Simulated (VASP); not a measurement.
Wanted: the native input for a VASP 6.6.1 run.

* Task: single point
* Functional: LDA
* Potentials or basis: VASP PAW LDA potentials, release 64 (Ru_pv)
* Cutoff: 520 eV
* k mesh: 21 × 21 × 12
* Occupations: gaussian, width 0.15 eV
* Spin: no spin polarisation
* Dipole correction: no
* Further INCAR settings: ALGO = Fast; EDIFF = 1e-06; NBANDS = 21

The structure of Ru lies in POSCAR:

```
Ru
1.0
    2.6246253542      0.0000000000      0.0000000000
   -1.3123126771      2.2729922322      0.0000000000
    0.0000000000      0.0000000000      4.1534430000
Ru
2
Direct
    0.3333333333      0.6666666667      0.2500000000
    0.6666666667      0.3333333333      0.7500000000
```

This cell differs from its parent crystal: strain -0.030 along x and y, -0.030 along z.

These files were run (other wordings do the same):

INCAR

```
ALGO = Fast
EDIFF = 1E-6
ENCUT = 520
ISIF = 2
ISMEAR = 0
LASPH = True
LCHARG = False
LREAL = False
LWAVE = False
NBANDS = 21
NELM = 80
PREC = Accurate
SIGMA = 0.15
```

KPOINTS

```
k-points
0
Gamma
  21 21 12
```

Potentials or basis: VASP PAW LDA potentials, release 64 (Ru_pv).

Command:

```console
$ cat potpaw_LDA.64/Ru_pv/POTCAR > POTCAR
$ mpirun -np 1 vasp_std > vasp.out
```

It gave:

```json
{"Pressure": "24.3 GPa", "Band gap on the k mesh": "zero (bands 14 and 15 overlap by 3.69 eV)"}
```

Caveat: the cell differs from its parent crystal (strain -0.030 along x and y, -0.030 along z); the cell stands under pressure.

Run time: 3.8 min on 1 thread of Intel Xeon 8259CL, with other jobs on the host, peak memory 0.24 GiB.
